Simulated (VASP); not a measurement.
# Cu (P6_3/mmc) in VASP: a series of runs

Cu is run at these levels: PBEsol; tasks: single point.

All numbers are computed with VASP 6.6.1; they aren't measurements. Logs are shortened: lines on timing, memory, paths and dates and some standing lists are left out, and cuts for length are marked.

## Step 1: The cell of the first run

It takes space group P6_3/mmc (No. 194, hexagonal). The conventional cell has a = 2.420 Å, b = 2.420 Å, c = 4.237 Å, α = 90.00°, β = 90.00°, γ = 120.00°. Within 3.2 Å of Cu (site symmetry -6m2) lie 12 Cu at 2.42 to 2.54 Å.

This isn't the form of Cu at room conditions, which is fcc.

## Step 2: Single point, PBEsol (biaxial strain in the a-b plane: -4.0 %, then relaxed in part)

Contents of INCAR:

```
SYSTEM = Cu
PREC     = Accurate       ! precision mode
ENCUT    = 520            ! plane-wave cutoff, eV
EDIFF    = 1E-6           ! SCF threshold, eV
ISMEAR   = 0              ! smearing method
SIGMA    = 0.1            ! smearing width, eV
LREAL    = .FALSE.        ! projectors in reciprocal space
LASPH    = .TRUE.         ! aspherical terms in the spheres
NELM     = 60             ! most SCF steps
ALGO     = Fast           ! electronic algorithm
ISIF     = 2              ! what is computed and relaxed
LWAVE    = .FALSE.        ! write WAVECAR
LCHARG   = .FALSE.        ! write CHGCAR
GGA      = PS             ! functional
NBANDS   = 18             ! bands
```

Contents of KPOINTS:

```
regular mesh
0
G
  24 24 12
  0 0 0
```

Contents of POSCAR:

```
Cu
1.0
    2.4197673842      0.0000000000      0.0000000000
   -1.2098836921      2.0955800260      0.0000000000
    0.0000000000      0.0000000000      4.2369396809
Cu
2
Direct
    0.3333333333      0.6666666667      0.2500000000
    0.6666666667      0.3333333333      0.7500000000
```

Potentials or basis: VASP PAW PBE potentials, release 64 (Cu).

The run is started by

```sh
$ cat potpaw_PBE.64/Cu/POTCAR > POTCAR
$ mpirun -np 1 vasp_std > vasp.out
```

OUTCAR:

```text
SYSTEM = Cu
   PREC = Accurate
   ENCUT = 520
   EDIFF = 1E-6
   ISMEAR = 0
   LREAL = .FALSE.
   LASPH = .TRUE.
   NELM = 60
   ISIF = 2
   GGA = PS

 ion  position               nearest neighbor table
   1  0.333  0.667  0.250-   2 2.54   2 2.54   2 2.54   2 2.54   2 2.54   2 2.54
   2  0.667  0.333  0.750-   1 2.54   1 2.54   1 2.54   1 2.54   1 2.54   1 2.54

  LATTYP: Found a hexagonal cell.
 ALAT       =     2.4197673842
 C/A-ratio  =     1.7509698282

  Lattice vectors:

 A1 = (   2.4197673842,   0.0000000000,   0.0000000000)
 A2 = (  -1.2098836921,   2.0955800260,   0.0000000000)
 A3 = (   0.0000000000,   0.0000000000,   4.2369396809)

Analysis of symmetry for initial positions (statically):
=====================================================================
 Subroutine PRICEL returns:
 Original cell was already a primitive cell.

 Routine SETGRP: Setting up the symmetry group for a
 hexagonal supercell.

 Subroutine GETGRP returns: Found 24 space group operations
 (whereof 12 operations were pure point group operations)
 out of a pool of 24 trial point group operations.

The static configuration has the point symmetry D_3d.
 The point group associated with its full space group is D_6h.

Analysis of symmetry for dynamics (positions and initial velocities):
=====================================================================
 Subroutine PRICEL returns:
 Original cell was already a primitive cell.

 Routine SETGRP: Setting up the symmetry group for a
 hexagonal supercell.

 Subroutine GETGRP returns: Found 24 space group operations
 (whereof 12 operations were pure point group operations)
 out of a pool of 24 trial point group operations.

The dynamic configuration has the point symmetry D_3d.
 The point group associated with its full space group is D_6h.

 Subroutine INISYM returns: Found 24 space group operations
 (whereof 12 operations are pure point group operations),
 and found     1 'primitive' translations

----------------------------------------------------------------------------------------

                                     Primitive cell

  volume of cell :      21.4847

  direct lattice vectors                    reciprocal lattice vectors
     2.419767384  0.000000000  0.000000000     0.413262864  0.238597426  0.000000000
    -1.209883692  2.095580026  0.000000000     0.000000000  0.477194852  0.000000000
     0.000000000  0.000000000  4.236939681     0.000000000  0.000000000  0.236019409

  length of vectors
     2.419767384  2.419767384  4.236939681     0.477194852  0.477194852  0.236019409

  position of ions in fractional coordinates (direct lattice)
     0.333333333  0.666666667  0.250000000
     0.666666667  0.333333333  0.750000000

  ion indices of the primitive-cell ions
   primitive index   ion index
                 1           1
                 2           2

----------------------------------------------------------------------------------------

 KPOINTS: regular mesh

Automatic generation of k-mesh.
 Grid dimensions read from file:
 generate k-points for:   24   24   12

 Generating k-lattice:

  Cartesian coordinates                     Fractional coordinates (reciprocal lattice)
     0.017219286  0.009941559  0.000000000     0.041666667  0.000000000  0.000000000
     0.000000000  0.019883119  0.000000000     0.000000000  0.041666667  0.000000000
     0.000000000  0.000000000  0.019668284     0.000000000  0.000000000  0.083333333

  Length of vectors
     0.019883119  0.019883119  0.019668284

  Shift w.r.t. Gamma in fractional coordinates (k-lattice)
     0.000000000  0.000000000  0.000000000

 Subroutine IBZKPT returns following result:
 ===========================================

 Found    427 irreducible k-points:

 Following reciprocal coordinates:
            Coordinates               Weight
  0.000000  0.000000  0.000000      1.000000
  0.041667 -0.000000  0.000000      6.000000
  0.083333 -0.000000  0.000000      6.000000
  0.125000 -0.000000  0.000000      6.000000
  0.166667  0.000000  0.000000      6.000000
  0.208333  0.000000  0.000000      6.000000
[... 16 lines left out ...]
  0.416667  0.041667  0.000000     12.000000
  0.458333  0.041667  0.000000     12.000000
 [... further k-points ...]
   k-points           NKPTS =    427   k-points in BZ     NKDIM =    427   number of bands    NBANDS=     18
   number of dos      NEDOS =    301   number of ions     NIONS =      2
   total plane-waves  NPLWV =  10368
   dimension x,y,z NGX =    18 NGY =   18 NGZ =   32
   dimension x,y,z NGXF=    36 NGYF=   36 NGZF=   64
   ions per type =               2
   NGX,Y,Z   is equivalent  to a cutoff of  12.37, 12.37, 12.56 a.u.
   NGXF,Y,Z  is equivalent  to a cutoff of  24.73, 24.73, 25.11 a.u.
 SYSTEM =  Cu
   PREC   = accura    normal or accurate (medium, high low for compatibility)
   ISTART =      0    job   : 0-new  1-cont  2-samecut
   ICHARG =      2    charge: 1-file 2-atom 10-const
   ISPIN  =      1    spin polarized calculation?
   LNONCOLLINEAR =      F non collinear calculations
   LSORBIT =      F    spin-orbit coupling
   LASPH  =      T    aspherical Exc in radial PAW
   ENCUT  =  520.0 eV  38.22 Ry    6.18 a.u.   4.50  4.50  7.88*2*pi/ulx,y,z
   NELM   =     60;   NELMIN=  2; NELMDL= -5     # of ELM steps
   EDIFF  = 0.1E-05   stopping-criterion for ELM
   LREAL  =      F    real-space projection
   EDIFFG = 0.1E-04   stopping-criterion for IOM
   NSW    =      0    number of steps for IOM
   IBRION =     -1    ionic relax: 0-MD 1-quasi-New 2-CG
   NFREE  =      0    steps in history (QN), initial steepest desc. (CG)
   ISIF   =      2    stress and relaxation
   ISYM   =      2    0-nonsym 1-usesym 2-fastsym
   POTIM  = 0.5000    time-step for ionic-motion
   TEBEG  =    0.0;   TEEND  =   0.0 temperature during run
   PSTRESS=    0.0 pullay stress
   NELECT =      22.0000    total number of electrons
   NUPDOWN=      -1.0000    fix difference up-down
   EMIN   =  10.00;   EMAX   =-10.00  energy-range for DOS
   EFERMI =   0.00;   METHOD = LEGACY
   ISMEAR =     0;   SIGMA  =   0.10  broadening in eV -4-tet -1-fermi 0-gaus
   EFERMI_NEDOS =   21; number of points for ismear=-14 and -15
   IALGO  =     68    algorithm
   IMIX   =      4    mixing-type and parameters
     AMIX     =   0.40;   BMIX     =  1.00
     AMIX_MAG =   1.60;   BMIX_MAG =  1.00
  volume/ion in A,a.u.               =      10.74        72.49
  Fermi-wavevector in a.u.,A,eV,Ry     =   1.650083  3.118204 37.045568  2.722772
  Thomas-Fermi vector in A             =   2.739093
   LORBIT       =      0    0 simple, 1 ext, 2 COOP (PROOUT), +10 PAW based schemes
   GGA     = PS    functional components
   LHFCALC =     F    Hartree Fock is set to
   AEXX    =    0.0000 exact exchange contribution
   IVDW    =     0    specifies the selected vdW correction
   LEPSILON=     F    determine dielectric tensor
   LRPA    =     F    only Hartree local field effects (RPA)
 non-spin polarized calculation
 RMM-DIIS sequential band-by-band and
 Gauss-broadening in eV      SIGMA  =   0.10
  energy-cutoff  :      520.00
  volume of cell :       21.48
 maximum number of plane-waves:       604
 NGX is ok and might be reduce to    18
   NGX =  9   NGY =  9   NGZ = 15

 number of electron      22.0000042 magnetization

 Free energy of the ion-electron system (eV)
  ---------------------------------------------------
  ext. energy  EPLUGINS =         0.00000000
  ---------------------------------------------------
  free energy    TOTEN  =        -8.51138707 eV

  energy without entropy =       -8.50662205  energy(sigma->0) =       -8.50900456

 E-fermi :   8.6474     XC(G=0): -13.4679

 val. band max:        8.6273155983   @ k =   0.3333   0.1667   0.1667
 cond. band min:       8.6528056464   @ k =   0.3750   0.1250   0.2500
 fundamental gap:      0.0254900481
 Fermi energy:         8.6473504424

 k-point     1 :       0.0000    0.0000    0.0000
  band No.  band energies     occupation
      1      -1.5049      2.00000
      2       2.7926      2.00000
      3       5.0071      2.00000
      4       5.3429      2.00000
      5       5.3429      2.00000
      6       5.5270      2.00000
[... 10 lines left out ...]
     17      33.4812      0.00000
     18      34.5535      0.00000

 k-point     2 :       0.0417   -0.0000    0.0000
  band No.  band energies     occupation
      1      -1.4414      2.00000
      2       2.8355      2.00000
      3       5.0098      2.00000
      4       5.3354      2.00000
      5       5.3685      2.00000
      6       5.5115      2.00000
[... 10 lines left out ...]
     17      32.5585      0.00000
     18      34.7008      0.00000

 k-point     3 :       0.0833   -0.0000    0.0000
  band No.  band energies     occupation
      1      -1.2520      2.00000
      2       2.9602      2.00000
      3       5.0055      2.00000
      4       5.3245      2.00000
      5       5.4441      2.00000
      6       5.4713      2.00000
[... 10 lines left out ...]
     17      31.5993      0.00000
     18      35.3918      0.00000

 k-point     4 :       0.1250   -0.0000    0.0000
  band No.  band energies     occupation
      1      -0.9404      2.00000
      2       3.1532      2.00000
      3       4.9676      2.00000
      4       5.3078      2.00000
      5       5.3133      2.00000
      6       5.4463      2.00000
[... 375 lines left out ...]
      4       5.0273      2.00000
      5       5.3081      2.00000
      6       5.4422      2.00000
[... 10 lines left out ...]
     17      23.6791      0.00000
     18      30.7821      0.00000

 k-point    23 :       0.4167    0.0417    0.0000
  band No.  band energies     occupation
      1       3.1355      2.00000
      2       3.5521      2.00000
      3       3.8006      2.00000
      4       5.2225      2.00000
      5       5.2540      2.00000
      6       5.5039      2.00000
[... 10 lines left out ...]
     17      23.2914      0.00000
     18      30.6974      0.00000

 k-point    24 :       0.4583    0.0417    0.0000
  band No.  band energies     occupation
      1       3.3008      2.00000
      2       3.4788      2.00000
      3       3.7695      2.00000
      4       5.2258      2.00000
      5       5.3863      2.00000
      6       5.4820      2.00000
[... 10 lines left out ...]
     17      23.1055      0.00000
     18      30.6077      0.00000

 [... further k-points ...]

------------------------ aborting loop because EDIFF is reached ----------------------------------------

  FORCE on cell =-STRESS in cart. coord.  units (eV):
  Direction    XX          YY          ZZ          XY          YZ          ZX
  --------------------------------------------------------------------------------------
  -------------------------------------------------------------------------------------
  Total        2.4079425      2.4079425      0.1649904      0.0000000      0.0000000      0.0000000
  in kB      179.5670084    179.5670084     12.3037975      0.0000000      0.0000000      0.0000000
  external PRESSURE =     123.8126048 kB  Pullay stress =       0.0000000 kB

 VOLUME and BASIS-vectors are now :
 -----------------------------------------------------------------------------
  energy-cutoff  :      520.00
  volume of cell :       21.48
      direct lattice vectors                 reciprocal lattice vectors
     2.419767384  0.000000000  0.000000000     0.413262864  0.238597426  0.000000000
    -1.209883692  2.095580026  0.000000000     0.000000000  0.477194852  0.000000000
     0.000000000  0.000000000  4.236939681     0.000000000  0.000000000  0.236019409

 POSITION                                       TOTAL-FORCE (eV/Angst)
 -----------------------------------------------------------------------------------
     -0.00000      1.39705      1.05923         0.000000      0.000000      0.000000
      1.20988      0.69853      3.17770        -0.000000     -0.000000      0.000000
 -----------------------------------------------------------------------------------
    total drift:                                0.000000     -0.000000      0.000000

  FREE ENERGIE OF THE ION-ELECTRON SYSTEM (eV)
  ---------------------------------------------------
  free  energy   TOTEN  =        -8.5113870694 eV

  energy  without entropy=       -8.5066220491  energy(sigma->0) =       -8.50900456
```

Wall time 3.1 min (1 thread of Intel Xeon 8259CL, shared host); peak memory 0.24 GiB.

What came out:

* Free energy: -8.5114 eV
* Pressure: 12.4 GPa
* Band gap on the k mesh: zero (bands 11 and 12 overlap by 6.73 eV)

Levels at points of the mesh, in eV from the Fermi level:
```
           k point  band 9  band 10  band 11  band 12  band 13  band 14
(0.00, 0.00, 0.00)   -2.51    -1.98    -1.85    -1.85     3.24    22.42
(0.50, 0.00, 0.00)   -1.62    -1.54     0.10     1.96     7.87     8.16
(0.00, 0.00, 0.50)   -2.09    -2.09    -2.09    -2.09    11.40    11.40
(0.50, 0.00, 0.50)   -1.57    -1.57     0.43     0.43     5.55     5.55
```

Caveat: the cell differs from its parent crystal (biaxial strain in the a-b plane: -4.0 %, then relaxed in part); the cell stands under pressure; the PAW data sets were made with another functional, which shifts forces and pressure a little.

## Step 3: Single point, PBEsol (biaxial strain in the a-b plane: -2.0 %, then relaxed in part)

Contents of INCAR:

```
SYSTEM = Cu
PREC = Accurate
ENCUT = 520
EDIFF = 1E-7
ISMEAR = 0
SIGMA = 0.1
LREAL = .FALSE.
LASPH = .TRUE.
NELM = 80
ALGO = Fast
ISIF = 2
LWAVE = .FALSE.
LCHARG = .FALSE.
GGA = PS
NBANDS = 18
```

KPOINTS is that of step 2.

Contents of POSCAR:

```
Cu
1.0
    2.4701792047      0.0000000000      0.0000000000
   -1.2350896024      2.1392379432      0.0000000000
    0.0000000000      0.0000000000      4.1779882232
Cu
2
Direct
    0.3333333333      0.6666666667      0.2500000000
    0.6666666667      0.3333333333      0.7500000000
```

Potentials or basis: VASP PAW PBE potentials, release 64 (Cu).

The run is started by

```sh
$ cat potpaw_PBE.64/Cu/POTCAR > POTCAR
$ mpirun -np 1 vasp_std > vasp.out
```

It took 4.6 min on 1 thread of Intel Xeon 8259CL, shared host; peak memory 0.24 GiB.

It converged, with:

```
Free energy            : -8.5805 eV
Pressure               : 5.6 GPa
Band gap on the k mesh : zero (bands 11 and 12 overlap by 6.42 eV)
```

Stress tensor (GPa, compression positive):
```
8.05 0.00 0.00
0.00 8.05 0.00
0.00 0.00 0.85
```

Levels at points of the mesh, in eV from the Fermi level:
```csv
k point,band 8,band 9,band 10,band 11,band 12,band 13,band 14,band 15
"(0.00, 0.00, 0.00)",-2.51,-2.51,-1.78,-1.78,-1.55,3.61,22.40,23.50
"(0.50, 0.00, 0.00)",-1.67,-1.61,-1.53,0.07,1.83,7.91,8.25,10.92
"(0.00, 0.00, 0.50)",-3.18,-2.02,-2.02,-2.02,-2.02,12.10,12.10,23.09
"(0.50, 0.00, 0.50)",-1.98,-1.56,-1.56,0.45,0.45,5.31,5.31,17.20
```

Caveat: the cell differs from its parent crystal (biaxial strain in the a-b plane: -2.0 %, then relaxed in part); the cell stands under pressure; the PAW data sets were made with another functional, which shifts forces and pressure a little.

## Step 4: Single point, PBEsol (biaxial strain in the a-b plane: -2.0 %)

INCAR: that of step 3 with these lines changed.

```diff
@@ -8,3 +8,3 @@
 LASPH = .TRUE.
-NELM = 80
+NELM = 100
 ALGO = Fast
```

Contents of KPOINTS:

```
Automatic mesh
0
G
  24 24 12
  0 0 0
```

POSCAR: that of step 3 with these lines changed.

```diff
@@ -4,3 +4,3 @@
    -1.2350896024      2.1392379432      0.0000000000
-    0.0000000000      0.0000000000      4.1779882232
+    0.0000000000      0.0000000000      4.1659215468
 Cu
```

The run is started by

```sh
$ cat potpaw_PBE.64/Cu/POTCAR > POTCAR
$ mpirun -np 1 vasp_std > vasp.out
```

Wall time 4.7 min (1 thread of Intel Xeon 8259CL, shared host); peak memory 0.25 GiB.

The run converged. Its results:

* Free energy: -8.5800 eV
* Pressure: 6.2 GPa
* Band gap on the k mesh: zero (bands 11 and 12 overlap by 6.42 eV)

Stress tensor (GPa, compression positive):
```
8.40 0.00 0.00
0.00 8.40 0.00
0.00 0.00 1.79
```

Levels at points of the mesh, in eV from the Fermi level:
```tsv
k point	band 9	band 10	band 11	band 12	band 13	band 14
(0.00, 0.00, 0.00)	-2.52	-1.78	-1.78	-1.53	3.67	22.38
(0.50, 0.00, 0.00)	-1.62	-1.53	0.07	1.82	7.94	8.29
(0.00, 0.00, 0.50)	-2.03	-2.03	-2.03	-2.03	12.20	12.20
(0.50, 0.00, 0.50)	-1.57	-1.57	0.44	0.44	5.32	5.32
```

Caveat: the cell differs from its parent crystal (biaxial strain in the a-b plane: -2.0 %); the cell stands under pressure; the PAW data sets were made with another functional, which shifts forces and pressure a little.

(Continued in part 2 of 2.)
